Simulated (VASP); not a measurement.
# CsI (Pm-3m) in VASP: a series of runs

Runs on CsI. Level: PBE. Tasks: single point.

Everything below comes from runs of VASP 6.6.1. Logs are shortened: lines on timing, memory, paths and dates and some standing lists are left out, and cuts for length are marked.

### Step 1. The cell of the first run

Symmetry: Pm-3m, No. 221, cubic system. Conventional cell: a = 4.505 Å, b = 4.505 Å, c = 4.505 Å, α = 90.00°, β = 90.00°, γ = 90.00°. Cs (site symmetry m-3m) has 8 I at 3.90 Å and 6 Cs at 4.50 Å within 5.1 Å. I (site symmetry m-3m) has 8 Cs at 3.90 Å and 6 I at 4.50 Å within 5.1 Å.

### Step 2. Single point, PBE

The input, INCAR:

```
SYSTEM = CsI
PREC     = Accurate       ! precision mode
ENCUT    = 500            ! plane-wave cutoff, eV
EDIFF    = 1E-6           ! SCF threshold, eV
ISMEAR   = 0              ! smearing method
SIGMA    = 0.01           ! smearing width, eV
LREAL    = .False.        ! projectors in reciprocal space
LASPH    = .True.         ! aspherical terms in the spheres
NELM     = 120            ! most SCF steps
ALGO     = Normal         ! electronic algorithm
ISIF     = 2              ! what is computed and relaxed
LWAVE    = .False.        ! write WAVECAR
LCHARG   = .True.         ! write CHGCAR
GGA      = PE             ! functional
LELF     = .True.         ! ELF
LVHAR    = .True.       
NBANDS   = 15             ! bands
GGA_COMPAT= .False.
```

The input, KPOINTS:

```
regular mesh
0
Gamma
  5 5 5
  0 0 0
```

The input, POSCAR:

```
CsI
1.0
    4.5049802719      0.0000000000      0.0000000000
    0.0000000000      4.5049802719      0.0000000000
    0.0000000000      0.0000000000      4.5049802719
Cs I
1 1
Direct
    0.0000000000      0.0000000000      0.0000000000
    0.5000000000      0.5000000000      0.5000000000
```

Potentials or basis: VASP PAW PBE potentials, release 64 (Cs_sv, I).

Launch:

```
$ cat potpaw_PBE.64/Cs_sv/POTCAR potpaw_PBE.64/I/POTCAR > POTCAR
$ mpirun -np 1 vasp_std > vasp.out
```

OUTCAR:

```text
SYSTEM = CsI
   PREC = Accurate
   ENCUT = 500
   EDIFF = 1E-6
   ISMEAR = 0
   LREAL = .False.
   LASPH = .True.
   NELM = 120
   ISIF = 2
   GGA = PE

 ion  position               nearest neighbor table
   1  0.000  0.000  0.000-
   2  0.500  0.500  0.500-

  LATTYP: Found a simple cubic cell.
 ALAT       =     4.5049802719

  Lattice vectors:

 A1 = (   4.5049802719,   0.0000000000,   0.0000000000)
 A2 = (   0.0000000000,   4.5049802719,   0.0000000000)
 A3 = (   0.0000000000,   0.0000000000,   4.5049802719)

Analysis of symmetry for initial positions (statically):
=====================================================================
 Subroutine PRICEL returns:
 Original cell was already a primitive cell.

 Routine SETGRP: Setting up the symmetry group for a
 simple cubic supercell.

 Subroutine GETGRP returns: Found 48 space group operations
 (whereof 48 operations were pure point group operations)
 out of a pool of 48 trial point group operations.

The static configuration has the point symmetry O_h .

Analysis of symmetry for dynamics (positions and initial velocities):
=====================================================================
 Subroutine PRICEL returns:
 Original cell was already a primitive cell.

 Routine SETGRP: Setting up the symmetry group for a
 simple cubic supercell.

 Subroutine GETGRP returns: Found 48 space group operations
 (whereof 48 operations were pure point group operations)
 out of a pool of 48 trial point group operations.

The dynamic configuration has the point symmetry O_h .

 Subroutine INISYM returns: Found 48 space group operations
 (whereof 48 operations are pure point group operations),
 and found     1 'primitive' translations

----------------------------------------------------------------------------------------

                                     Primitive cell

  volume of cell :      91.4279

  direct lattice vectors                    reciprocal lattice vectors
     4.504980272  0.000000000  0.000000000     0.221976555  0.000000000  0.000000000
     0.000000000  4.504980272  0.000000000     0.000000000  0.221976555  0.000000000
     0.000000000  0.000000000  4.504980272     0.000000000  0.000000000  0.221976555

  length of vectors
     4.504980272  4.504980272  4.504980272     0.221976555  0.221976555  0.221976555

  position of ions in fractional coordinates (direct lattice)
     0.000000000  0.000000000  0.000000000
     0.500000000  0.500000000  0.500000000

[... 70 lines left out ...]
   TEBEG  =    0.0;   TEEND  =   0.0 temperature during run
   PSTRESS=    0.0 pullay stress
   NELECT =      16.0000    total number of electrons
   NUPDOWN=      -1.0000    fix difference up-down
   EMIN   =  10.00;   EMAX   =-10.00  energy-range for DOS
   EFERMI =   0.00;   METHOD = LEGACY
   ISMEAR =     0;   SIGMA  =   0.01  broadening in eV -4-tet -1-fermi 0-gaus
   EFERMI_NEDOS =   21; number of points for ismear=-14 and -15
   IALGO  =     38    algorithm
   IMIX   =      4    mixing-type and parameters
     AMIX     =   0.40;   BMIX     =  1.00
     AMIX_MAG =   1.60;   BMIX_MAG =  1.00
  volume/ion in A,a.u.               =      45.71       308.49
  Fermi-wavevector in a.u.,A,eV,Ry     =   0.915704  1.730430 11.408681  0.838514
  Thomas-Fermi vector in A             =   2.040476
   LORBIT       =      0    0 simple, 1 ext, 2 COOP (PROOUT), +10 PAW based schemes
   GGA     = PE    functional components
   LHFCALC =     F    Hartree Fock is set to
   AEXX    =    0.0000 exact exchange contribution
   IVDW    =     0    specifies the selected vdW correction
   LEPSILON=     F    determine dielectric tensor
   LRPA    =     F    only Hartree local field effects (RPA)
 non-spin polarized calculation
 Gauss-broadening in eV      SIGMA  =   0.01
  energy-cutoff  :      500.00
  volume of cell :       91.43
 maximum number of plane-waves:      2338
 NGX is ok and might be reduce to    36
   NGX = 17   NGY = 17   NGZ = 17

 number of electron      15.9999999 magnetization

 Free energy of the ion-electron system (eV)
  ---------------------------------------------------
  ext. energy  EPLUGINS =         0.00000000
  ---------------------------------------------------
  free energy    TOTEN  =        -5.40080464 eV

  energy without entropy =       -5.40080464  energy(sigma->0) =       -5.40080464

 E-fermi :   1.1372     XC(G=0):  -7.9445

 val. band max:        1.0124594720   @ k =   0.4000   0.4000   0.0000
 cond. band min:       5.0785760694   @ k =   0.0000   0.0000   0.0000
 fundamental gap:      4.0661165975
 Fermi energy:         1.1372353190

 k-point     1 :       0.0000    0.0000    0.0000
  band No.  band energies     occupation
      1     -19.2802      2.00000
      2      -9.6599      2.00000
      3      -5.9750      2.00000
      4      -5.9750      2.00000
      5      -5.9750      2.00000
      6       0.9819      2.00000
      7       0.9819      2.00000
      8       0.9819      2.00000
      9       5.0786      0.00000
     10       5.1778      0.00000
     11       5.1778      0.00000
     12       8.9103      0.00000
     13       8.9103      0.00000
     14       8.9103      0.00000
[... 149 lines left out ...]
      2      -9.3914      2.00000
      3      -6.2498      2.00000
      4      -6.2363      2.00000
      5      -6.2363      2.00000
      6      -0.2164      2.00000
      7      -0.2164      2.00000
      8      -0.0661      2.00000
      9       7.2438      0.00000
     10       7.8919      0.00000
     11       7.8919      0.00000
     12       9.0336      0.00000
     13       9.1523      0.00000
     14       9.1523      0.00000
     15      11.3317      0.00000

------------------------ aborting loop because EDIFF is reached ----------------------------------------

  FORCE on cell =-STRESS in cart. coord.  units (eV):
  Direction    XX          YY          ZZ          XY          YZ          ZX
  --------------------------------------------------------------------------------------
  -------------------------------------------------------------------------------------
  Total        0.8115137      0.8115137      0.8115137      0.0000000     -0.0000000      0.0000000
  in kB       14.2209227     14.2209227     14.2209227      0.0000000     -0.0000000      0.0000000
  external PRESSURE =      14.2209227 kB  Pullay stress =       0.0000000 kB

 VOLUME and BASIS-vectors are now :
 -----------------------------------------------------------------------------
  energy-cutoff  :      500.00
  volume of cell :       91.43
      direct lattice vectors                 reciprocal lattice vectors
     4.504980272  0.000000000  0.000000000     0.221976555  0.000000000  0.000000000
     0.000000000  4.504980272  0.000000000     0.000000000  0.221976555  0.000000000
     0.000000000  0.000000000  4.504980272     0.000000000  0.000000000  0.221976555

 POSITION                                       TOTAL-FORCE (eV/Angst)
 -----------------------------------------------------------------------------------
      0.00000      0.00000      0.00000         0.000000      0.000000      0.000000
      2.25249      2.25249      2.25249         0.000000      0.000000      0.000000
 -----------------------------------------------------------------------------------
    total drift:                               -0.000000      0.000000      0.000000

  FREE ENERGIE OF THE ION-ELECTRON SYSTEM (eV)
  ---------------------------------------------------
  free  energy   TOTEN  =        -5.4008046446 eV

  energy  without entropy=       -5.4008046446  energy(sigma->0) =       -5.40080464
```

stdout:

```text
POSCAR found type information on POSCAR CsI
 POSCAR found :  2 types and       2 ions
 scaLAPACK will be used
 LDA part: xc-table for (Slater+PW92), standard interpolation
 POSCAR, INCAR and KPOINTS ok, starting setup
 FFT: planning ... GRIDC
 FFT: planning ... GRID_SOFT
 FFT: planning ... GRID
 WAVECAR not read
 entering main loop
```

It took 16 s on 1 thread of Intel Xeon Platinum 8259CL at 2.50GHz (Skylake/Cascade Lake), shared host; peak memory 0.2 GiB.

Results:

* Free energy: -5.4008 eV
* Pressure: 1.4 GPa
* Band gap on the k mesh: 4.07 eV (least direct gap 4.10 eV)

Caveat: spin-orbit coupling is left out, which moves the levels of the heavy elements; an odd mesh through Γ misses points on the zone boundary, where band edges can lie.

### Step 3. Single point, PBE

This run uses another cell than the first one, of 47.62 Å³/atom.

The input, INCAR:

```
PREC     = Accurate       # precision mode
ENCUT    = 500            # plane-wave cutoff, eV
EDIFF    = 1E-6           # SCF threshold, eV
ISMEAR   = 0              # smearing method
SIGMA    = 0.01           # smearing width, eV
LREAL    = False          # projectors in reciprocal space
LASPH    = True           # aspherical terms in the spheres
NELM     = 120            # most SCF steps
ALGO     = Normal         # electronic algorithm
ISIF     = 2              # what is computed and relaxed
LWAVE    = False          # write WAVECAR
LCHARG   = False          # write CHGCAR
GGA      = PE             # functional
NBANDS   = 15             # bands
GGA_COMPAT= False
```

The input, KPOINTS:

```
Automatic mesh
0
Gamma
  5 5 5
```

The input, POSCAR:

```
CsI
1.0
    4.5667000000      0.0000000000      0.0000000000
    0.0000000000      4.5667000000      0.0000000000
    0.0000000000      0.0000000000      4.5667000000
Cs I
1 1
Direct
    0.0000000000      0.0000000000      0.0000000000
    0.5000000000      0.5000000000      0.5000000000
```

Potentials or basis: VASP PAW PBE potentials, release 64 (Cs_sv, I).

Launch:

```
$ cat potpaw_PBE.64/Cs_sv/POTCAR potpaw_PBE.64/I/POTCAR > POTCAR
$ mpirun -np 1 vasp_std > vasp.out
```

OUTCAR:

```text
PREC = Accurate
   ENCUT = 500
   EDIFF = 1E-6
   ISMEAR = 0
   LREAL = False
   LASPH = True
   NELM = 120
   ISIF = 2
   GGA = PE

 ion  position               nearest neighbor table
   1  0.000  0.000  0.000-
   2  0.500  0.500  0.500-

  LATTYP: Found a simple cubic cell.
 ALAT       =     4.5667000000

  Lattice vectors:

 A1 = (   4.5667000000,   0.0000000000,   0.0000000000)
 A2 = (   0.0000000000,   4.5667000000,   0.0000000000)
[... 347 lines left out ...]
     15      10.8627      0.00000

------------------------ aborting loop because EDIFF is reached ----------------------------------------

  FORCE on cell =-STRESS in cart. coord.  units (eV):
  Direction    XX          YY          ZZ          XY          YZ          ZX
  --------------------------------------------------------------------------------------
  -------------------------------------------------------------------------------------
  Total        0.4767018      0.4767018      0.4767018      0.0000000      0.0000000      0.0000000
  in kB        8.0195479      8.0195479      8.0195479      0.0000000      0.0000000      0.0000000
  external PRESSURE =       8.0195479 kB  Pullay stress =       0.0000000 kB

 VOLUME and BASIS-vectors are now :
 -----------------------------------------------------------------------------
  energy-cutoff  :      500.00
  volume of cell :       95.24
      direct lattice vectors                 reciprocal lattice vectors
     4.566700000  0.000000000  0.000000000     0.218976504  0.000000000  0.000000000
     0.000000000  4.566700000  0.000000000     0.000000000  0.218976504  0.000000000
     0.000000000  0.000000000  4.566700000     0.000000000  0.000000000  0.218976504

 POSITION                                       TOTAL-FORCE (eV/Angst)
 -----------------------------------------------------------------------------------
      0.00000      0.00000      0.00000         0.000000      0.000000      0.000000
      2.28335      2.28335      2.28335         0.000000      0.000000      0.000000
 -----------------------------------------------------------------------------------
    total drift:                               -0.000000      0.000000      0.000000

  FREE ENERGIE OF THE ION-ELECTRON SYSTEM (eV)
  ---------------------------------------------------
  free  energy   TOTEN  =        -5.4269193711 eV

  energy  without entropy=       -5.4269193711  energy(sigma->0) =       -5.42691937
```

OSZICAR:

```text
N       E                     dE             d eps       ncg     rms          rms(c)
DAV:   1     0.891491804356E+02    0.89149E+02   -0.59225E+03   300   0.851E+02
DAV:   2     0.152655817045E+01   -0.87623E+02   -0.80022E+02   425   0.139E+02
DAV:   3    -0.547509775656E+01   -0.70017E+01   -0.69762E+01   419   0.439E+01
DAV:   4    -0.556553634320E+01   -0.90439E-01   -0.90432E-01   344   0.617E+00
DAV:   5    -0.556641785639E+01   -0.88151E-03   -0.88150E-03   433   0.639E-01    0.159E+00
DAV:   6    -0.544738632090E+01    0.11903E+00   -0.95956E-02   356   0.153E+00    0.112E+00
DAV:   7    -0.542318066297E+01    0.24206E-01   -0.99509E-02   370   0.152E+00    0.601E-01
DAV:   8    -0.542703774961E+01   -0.38571E-02   -0.12077E-02   307   0.590E-01    0.976E-02
DAV:   9    -0.542684599097E+01    0.19176E-03   -0.54704E-04   391   0.128E-01    0.532E-02
DAV:  10    -0.542692297000E+01   -0.76979E-04   -0.21093E-04   300   0.764E-02    0.399E-02
DAV:  11    -0.542691844725E+01    0.45228E-05   -0.23667E-05   335   0.219E-02    0.852E-03
DAV:  12    -0.542691937113E+01   -0.92388E-06   -0.36228E-06   314   0.121E-02
   1 F= -.54269194E+01 E0= -.54269194E+01  d E =-.417999E-13
```

stdout:

```text
POSCAR found type information on POSCAR CsI
 POSCAR found :  2 types and       2 ions
 scaLAPACK will be used
 LDA part: xc-table for (Slater+PW92), standard interpolation
 POSCAR, INCAR and KPOINTS ok, starting setup
 FFT: planning ... GRIDC
 FFT: planning ... GRID_SOFT
 FFT: planning ... GRID
 WAVECAR not read
 entering main loop
```

It took 13 s on 1 thread of Intel Xeon Platinum 8259CL at 2.50GHz (Skylake/Cascade Lake), shared host; peak memory 0.2 GiB.

Results:

```
Free energy            : -5.4269 eV
Pressure               : 0.8 GPa
Band gap on the k mesh : 3.92 eV (least direct gap 3.96 eV)
```

Caveat: spin-orbit coupling is left out, which moves the levels of the heavy elements; an odd mesh through Γ misses points on the zone boundary, where band edges can lie. As with any semilocal functional, this PBE gap is likely too small.

### Step 4. Single point, PBE

This run uses another cell than the first one, of 49.52 Å³/atom.

The input, INCAR:

```
SYSTEM = CsI
  ALGO = Normal
  EDIFF = 1E-6
  ENCUT = 500
  GGA = PE
  GGA_COMPAT = .FALSE.
  ISIF = 2
  ISMEAR = 0
  LASPH = .TRUE.
  LCHARG = .FALSE.
  LREAL = .FALSE.
  LWAVE = .FALSE.
  NBANDS = 15
  NELM = 120
  PREC = Accurate
  SIGMA = 0.01
```

The input, KPOINTS:

```
k-points
0
G
  5 5 5
  0 0 0
```

The input, POSCAR:

```
CsI
1.0
    4.6267950494      0.0000000000      0.0000000000
    0.0000000000      4.6267950494      0.0000000000
    0.0000000000      0.0000000000      4.6267950494
Cs I
1 1
Direct
    0.0000000000      0.0000000000      0.0000000000
    0.5000000000      0.5000000000      0.5000000000
```

Launch:

```
$ cat potpaw_PBE.64/Cs_sv/POTCAR potpaw_PBE.64/I/POTCAR > POTCAR
$ mpirun -np 1 vasp_std > vasp.out
```

It took 14 s on 1 thread of Intel Xeon Platinum 8259CL at 2.50GHz (Skylake/Cascade Lake), shared host; peak memory 0.2 GiB.

Results (log left out):

```
Free energy            : -5.4399 eV
Pressure               : 0.3 GPa
Band gap on the k mesh : 3.79 eV (least direct gap 3.85 eV)
```

Levels at points of the mesh, in eV from the valence-band top:
```
           k point  band 5  band 6  band 7  band 8  band 9  band 10  band 11  band 12
(0.00, 0.00, 0.00)   -7.11   -0.05   -0.05   -0.05    3.79     4.28     4.28     7.72
```

Caveat: spin-orbit coupling is left out, which moves the levels of the heavy elements; an odd mesh through Γ misses points on the zone boundary, where band edges can lie.

### Step 5. The runs side by side

| cell | gap on the mesh (eV) | pressure (GPa) |
| --- | --- | --- |
| a = 4.505 Å, 2 atoms | 4.07 | 1.4 |
| a = 4.567 Å, 2 atoms | 3.92 | 0.8 |
| a = 4.627 Å, 2 atoms | 3.79 | 0.3 |

Alike in all rows: task single point; level PBE; potentials or basis VASP PAW PBE potentials, release 64 (Cs_sv, I); no spin polarisation; k mesh 5 × 5 × 5; cutoff (eV) 500; smearing gaussian 0.01 eV.

Caveats: spin-orbit coupling is left out, which moves the levels of the heavy elements; an odd mesh through Γ misses points on the zone boundary, where band edges can lie.

Absolute energies hang on the potentials; compare differences alone.
